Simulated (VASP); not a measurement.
# BAs (F-43m) in VASP: notebook

BAs is run at these levels: revPBE+D3(BJ), BLYP+D4; tasks: single point.

Program: VASP 6.6.1. These are calculated values, not measurements. Logs are shortened: lines on timing, memory, paths and dates and some standing lists are left out, and cuts for length are marked.

## Step 1: The cell of the first run

It takes space group F-43m (No. 216, cubic). The conventional cell has a = 4.840 Å, b = 4.840 Å, c = 4.840 Å, α = 90.00°, β = 90.00°, γ = 90.00°. Within 2.8 Å of As (site symmetry -43m) lie 4 B at 2.10 Å. Within 2.8 Å of B (site symmetry -43m) lie 4 As at 2.10 Å.

## Step 2: Single point, revPBE+D3(BJ)

The input, INCAR:

```
PREC = Accurate ; ENCUT = 520
EDIFF = 1E-6 ; ISMEAR = -1
SIGMA = 0.05 ; LREAL = False
LASPH = True ; NELM = 100
ALGO = Normal ; ISIF = 2
LWAVE = False ; LCHARG = False
GGA = RE ; IVDW = 12
NBANDS = 11
```

The input, KPOINTS:

```
regular mesh
0
Gamma
  10 10 10
```

The input, POSCAR:

```
BAs
1.0
    0.0000000000      2.4199312360      2.4199312360
    2.4199312360      0.0000000000      2.4199312360
    2.4199312360      2.4199312360      0.0000000000
As B
1 1
Direct
    0.7500000000      0.7500000000      0.7500000000
    0.0000000000      0.0000000000      0.0000000000
```

Potentials or basis: VASP PAW PBE potentials, release 64 (As, B).

Started as:

```sh
$ cat potpaw_PBE.64/As/POTCAR potpaw_PBE.64/B/POTCAR > POTCAR
$ mpirun -np 1 vasp_std > vasp.out
```

OUTCAR:

```text
PREC = Accurate
   ENCUT = 520
   EDIFF = 1E-6
   ISMEAR = -1
   LREAL = False
   LASPH = True
   NELM = 100
   ISIF = 2
   GGA = RE
   IVDW = 12
 IVDW          = 12

 ion  position               nearest neighbor table
   1  0.750  0.750  0.750-   2 2.10   2 2.10   2 2.10   2 2.10
   2  0.000  0.000  0.000-   1 2.10   1 2.10   1 2.10   1 2.10

  LATTYP: Found a face centered cubic cell.
 ALAT       =     4.8398624720

  Lattice vectors:

 A1 = (   0.0000000000,   2.4199312360,   2.4199312360)
 A2 = (   2.4199312360,   0.0000000000,   2.4199312360)
 A3 = (   2.4199312360,   2.4199312360,   0.0000000000)

Analysis of symmetry for initial positions (statically):
=====================================================================
 Subroutine PRICEL returns:
 Original cell was already a primitive cell.

 Routine SETGRP: Setting up the symmetry group for a
 face centered cubic supercell.

 Subroutine GETGRP returns: Found 24 space group operations
 (whereof 24 operations were pure point group operations)
 out of a pool of 48 trial point group operations.

The static configuration has the point symmetry T_d .

Analysis of symmetry for dynamics (positions and initial velocities):
=====================================================================
 Subroutine PRICEL returns:
 Original cell was already a primitive cell.

 Routine SETGRP: Setting up the symmetry group for a
 face centered cubic supercell.

 Subroutine GETGRP returns: Found 24 space group operations
 (whereof 24 operations were pure point group operations)
 out of a pool of 48 trial point group operations.

The dynamic configuration has the point symmetry T_d .

 Subroutine INISYM returns: Found 24 space group operations
 (whereof 24 operations are pure point group operations),
 and found     1 'primitive' translations

----------------------------------------------------------------------------------------

                                     Primitive cell

  volume of cell :      28.3426

  direct lattice vectors                    reciprocal lattice vectors
     0.000000000  2.419931236  2.419931236    -0.206617441  0.206617441  0.206617441
     2.419931236  0.000000000  2.419931236     0.206617441 -0.206617441  0.206617441
     2.419931236  2.419931236  0.000000000     0.206617441  0.206617441 -0.206617441

  length of vectors
     3.422299574  3.422299574  3.422299574     0.357871906  0.357871906  0.357871906

  position of ions in fractional coordinates (direct lattice)
     0.750000000  0.750000000  0.750000000
     0.000000000  0.000000000  0.000000000

[... 85 lines left out ...]
   TEBEG  =    0.0;   TEEND  =   0.0 temperature during run
   PSTRESS=    0.0 pullay stress
   NELECT =       8.0000    total number of electrons
   NUPDOWN=      -1.0000    fix difference up-down
   EMIN   =  10.00;   EMAX   =-10.00  energy-range for DOS
   EFERMI =   0.00;   METHOD = LEGACY
   ISMEAR =    -1;   SIGMA  =   0.05  broadening in eV -4-tet -1-fermi 0-gaus
   EFERMI_NEDOS =   21; number of points for ismear=-14 and -15
   IALGO  =     38    algorithm
   IMIX   =      4    mixing-type and parameters
     AMIX     =   0.40;   BMIX     =  1.00
     AMIX_MAG =   1.60;   BMIX_MAG =  1.00
  volume/ion in A,a.u.               =      14.17        95.63
  Fermi-wavevector in a.u.,A,eV,Ry     =   1.073887  2.029352 15.690683  1.153233
  Thomas-Fermi vector in A             =   2.209699
   LORBIT       =      0    0 simple, 1 ext, 2 COOP (PROOUT), +10 PAW based schemes
   GGA     = RE    functional components
   LHFCALC =     F    Hartree Fock is set to
   AEXX    =    0.0000 exact exchange contribution
   IVDW    =    12    specifies the selected vdW correction
   LEPSILON=     F    determine dielectric tensor
   LRPA    =     F    only Hartree local field effects (RPA)
 non-spin polarized calculation
  energy-cutoff  :      520.00
  volume of cell :       28.34
 maximum number of plane-waves:       785
 NGX is ok and might be reduce to    28
   NGX = 13   NGY = 13   NGZ = 13

 number of electron       8.0000000 magnetization

 Free energy of the ion-electron system (eV)
  ---------------------------------------------------
  ext. energy  EPLUGINS =         0.00000000
  ---------------------------------------------------
  free energy    TOTEN  =       -10.86636473 eV

  energy without entropy =      -10.86636468  energy(sigma->0) =      -10.86636471

 E-fermi :   6.3818     XC(G=0): -10.3512

 val. band max:        5.7796169071   @ k =   0.0000   0.0000   0.0000
 cond. band min:       7.0184717927   @ k =   0.4000   0.4000   0.0000
 fundamental gap:      1.2388548856
 Fermi energy:         6.3817891060

 k-point     1 :       0.0000    0.0000    0.0000
  band No.  band energies     occupation
      1      -9.2745      2.00000
      2       5.7796      1.99999
      3       5.7796      1.99999
      4       5.7796      1.99999
      5       9.0075      0.00000
      6       9.0075      0.00000
      7       9.0075      0.00000
      8       9.9904      0.00000
      9      15.2866      0.00000
     10      18.5246      0.00000
     11      18.5246      0.00000
[... 309 lines left out ...]
 k-point    24 :       0.4000    0.3000    0.0000
  band No.  band energies     occupation
      1      -6.7325      2.00000
      2      -0.5923      2.00000
      3       1.9616      2.00000
      4       2.4291      2.00000
      5       7.5176      0.00000
      6       9.1845      0.00000
      7      14.3681      0.00000
      8      14.6169      0.00000
      9      17.5674      0.00000
     10      21.1757      0.00000
     11      21.3674      0.00000

 [... further k-points ...]

------------------------ aborting loop because EDIFF is reached ----------------------------------------

 Edisp (eV)   -1.25234

 E8    (eV) :    -0.8428

  FORCE on cell =-STRESS in cart. coord.  units (eV):
  Direction    XX          YY          ZZ          XY          YZ          ZX
  --------------------------------------------------------------------------------------
  -------------------------------------------------------------------------------------
  Total      -1.26512    -1.26512    -1.26512    -0.00000    -0.00000     0.00000
  in kB     -71.51594   -71.51594   -71.51594    -0.00000    -0.00000     0.00000
  external pressure =      -71.52 kB  Pullay stress =        0.00 kB

 VOLUME and BASIS-vectors are now :
 -----------------------------------------------------------------------------
  energy-cutoff  :      520.00
  volume of cell :       28.34
      direct lattice vectors                 reciprocal lattice vectors
     0.000000000  2.419931236  2.419931236    -0.206617441  0.206617441  0.206617441
     2.419931236  0.000000000  2.419931236     0.206617441 -0.206617441  0.206617441
     2.419931236  2.419931236  0.000000000     0.206617441  0.206617441 -0.206617441

 POSITION                                       TOTAL-FORCE (eV/Angst)
 -----------------------------------------------------------------------------------
      3.62990      3.62990      3.62990         0.000000      0.000000      0.000000
      0.00000      0.00000      0.00000        -0.000000     -0.000000     -0.000000
 -----------------------------------------------------------------------------------
    total drift:                                0.000000      0.000000      0.000000

  FREE ENERGIE OF THE ION-ELECTRON SYSTEM (eV)
  ---------------------------------------------------
  free  energy   TOTEN  =       -12.1187083533 eV

  energy  without entropy=      -12.1187083043  energy(sigma->0) =      -12.11870833
```

stdout:

```text
POSCAR found type information on POSCAR AsB
 POSCAR found :  2 types and       2 ions
 scaLAPACK will be used
 -----------------------------------------------------------------------------
|                                                                             |
|                                                                             |
|     You enforced a specific xc type in the INCAR file but a different       |
|     I HOPE YOU KNOW WHAT YOU ARE DOING!                                     |
|                                                                             |
 -----------------------------------------------------------------------------

 LDA part: xc-table for (Slater+PW92), standard interpolation
 POSCAR, INCAR and KPOINTS ok, starting setup
 FFT: planning ... GRIDC
 FFT: planning ... GRID_SOFT
 FFT: planning ... GRID
 WAVECAR not read
 entering main loop
```

It took 18 s on 1 thread of Intel Xeon Platinum 8259CL at 2.50GHz (Skylake/Cascade Lake), shared host; peak memory 0.17 GiB.

Results:

| Quantity | Value |
| --- | --- |
| Free energy | -12.1187 eV |
| Pressure | -7.2 GPa |
| Band gap on the k mesh | 1.24 eV, indirect (least direct gap 3.23 eV) |
| Dispersion energy per atom | -0.626 eV |

Caveat: the PAW data sets were made with another functional, which shifts forces and pressure a little. revPBE gaps usually lie below the measured ones, often by a third to a half.

## Step 3: Single point, BLYP+D4

This run uses another cell than the first one, of 13.63 Å³/atom, 0.962 times its volume.

The input, INCAR:

```
  AGGAC = 1.0
  AGGAX = 1.0
  ALDAC = 0.0
  ALDAX = 1.0
  ALGO = Normal
  EDIFF = 1E-6
  ENCUT = 520
  GGA = B5
  ISIF = 2
  ISMEAR = -1
  IVDW = 13
  LASPH = T
  LCHARG = F
  LREAL = F
  LWAVE = F
  NBANDS = 11
  NELM = 60
  PREC = Accurate
  SIGMA = 0.05
  VDW_A1 = 0.44488865
  VDW_A2 = 4.0933009
  VDW_S6 = 1.0
  VDW_S8 = 2.34076671
```

The input, KPOINTS:

```
k-points
0
Gamma
  10 10 10
```

The input, POSCAR:

```
BAs
1.0
    0.0000000000      2.3885000000      2.3885000000
    2.3885000000      0.0000000000      2.3885000000
    2.3885000000      2.3885000000      0.0000000000
As B
1 1
Direct
    0.7500000000      0.7500000000      0.7500000000
    0.0000000000      0.0000000000      0.0000000000
```

Potentials or basis: VASP PAW PBE potentials, release 64 (As, B).

Started as:

```sh
$ cat potpaw_PBE.64/As/POTCAR potpaw_PBE.64/B/POTCAR > POTCAR
$ mpirun -np 1 vasp_std > vasp.out
```

It took 24 s on 1 thread of Intel Xeon Platinum 8259CL at 2.50GHz (Skylake/Cascade Lake), shared host; peak memory 0.16 GiB.

It converged, with:

```yaml
Free_energy: -11.4773 eV
Pressure: -0.2 GPa
Band_gap_on_the_k_mesh: 1.41 eV, indirect (least direct gap 3.37 eV)
Dispersion_energy_per_atom: -0.727 eV
```

Levels at points of the mesh, in eV from the valence-band top:
| k point | band 1 | band 2 | band 3 | band 4 | band 5 | band 6 | band 7 | band 8 | band 9 |
| --- | --- | --- | --- | --- | --- | --- | --- | --- | --- |
| (0.00, 0.00, 0.00) | -15.30 | 0.00 | 0.00 | 0.00 | 3.37 | 3.37 | 3.37 | 4.68 | 9.96 |
| (0.50, 0.00, 0.00) | -12.49 | -8.64 | -1.80 | -1.80 | 2.79 | 4.93 | 4.93 | 9.12 | 12.90 |
| (0.50, 0.50, 0.00) | -11.20 | -8.42 | -4.00 | -4.00 | 1.67 | 1.70 | 11.31 | 11.31 | 12.88 |

Caveat: the PAW data sets were made with another functional, which shifts forces and pressure a little. A k mesh can miss the band edges.

## Step 4: Single point, BLYP+D4

This run uses another cell than the first one, of 13.90 Å³/atom, 0.981 times its volume.

The input, INCAR:

```
AGGAC = 1.0 ; AGGAX = 1.0
ALDAC = 0.0 ; ALDAX = 1.0
ALGO = Normal ; EDIFF = 1E-6
ENCUT = 520 ; GGA = B5
ISIF = 2 ; ISMEAR = -1
IVDW = 13 ; LASPH = T
LCHARG = T ; LELF = T
LREAL = F ; LVHAR = T
LWAVE = F ; NBANDS = 11
NELM = 60 ; PREC = Accurate
SIGMA = 0.05 ; VDW_A1 = 0.44488865
VDW_A2 = 4.0933009 ; VDW_S6 = 1.0
VDW_S8 = 2.34076671
```

KPOINTS is that of step 3.

The input, POSCAR:

```
BAs
1.0
    0.0000000000      2.4043183418      2.4043183418
    2.4043183418      0.0000000000      2.4043183418
    2.4043183418      2.4043183418      0.0000000000
As B
1 1
Direct
    0.7500000000      0.7500000000      0.7500000000
    0.0000000000      0.0000000000      0.0000000000
```

Started as:

```sh
$ cat potpaw_PBE.64/As/POTCAR potpaw_PBE.64/B/POTCAR > POTCAR
$ mpirun -np 1 vasp_std > vasp.out
```

Wall time 25 s (1 thread of Intel Xeon Platinum 8259CL at 2.50GHz (Skylake/Cascade Lake), shared host); peak memory 0.16 GiB.

It converged, with:

```
Free energy                : -11.4722 eV
Pressure                   : -2.8 GPa
Band gap on the k mesh     : 1.42 eV, indirect (least direct gap 3.35 eV)
Dispersion energy per atom : -0.712 eV
```

Levels at points of the mesh, in eV from the valence-band top:
```csv
k point,band 1,band 2,band 3,band 4,band 5,band 6,band 7,band 8
"(0.00, 0.00, 0.00)",-15.13,0.00,0.00,0.00,3.35,3.35,3.35,4.42
"(0.50, 0.00, 0.00)",-12.38,-8.50,-1.76,-1.76,2.67,4.90,4.90,9.06
"(0.50, 0.50, 0.00)",-11.12,-8.31,-3.92,-3.92,1.69,1.71,11.12,11.12
```

Caveat: the PAW data sets were made with another functional, which shifts forces and pressure a little.

## Step 5: The runs side by side

| level | cell | gap on the mesh (eV) | pressure (GPa) |
| --- | --- | --- | --- |
| revPBE+D3(BJ) | a = 3.422 Å, angles 60.0°, 2 atoms | 1.24 | -7.2 |
| BLYP+D4 | a = 3.378 Å, angles 60.0°, 2 atoms | 1.41 | -0.2 |
| BLYP+D4 | a = 3.400 Å, angles 60.0°, 2 atoms | 1.42 | -2.8 |

Alike in all rows: task single point; potentials or basis VASP PAW PBE potentials, release 64 (As, B); no spin polarisation; k mesh 10 × 10 × 10; cutoff (eV) 520; smearing fermi-dirac 0.05 eV.

Caveats: the PAW data sets were made with another functional, which shifts forces and pressure a little.

Total energies depend on the potentials used, so only differences within one code and one set of settings carry meaning.
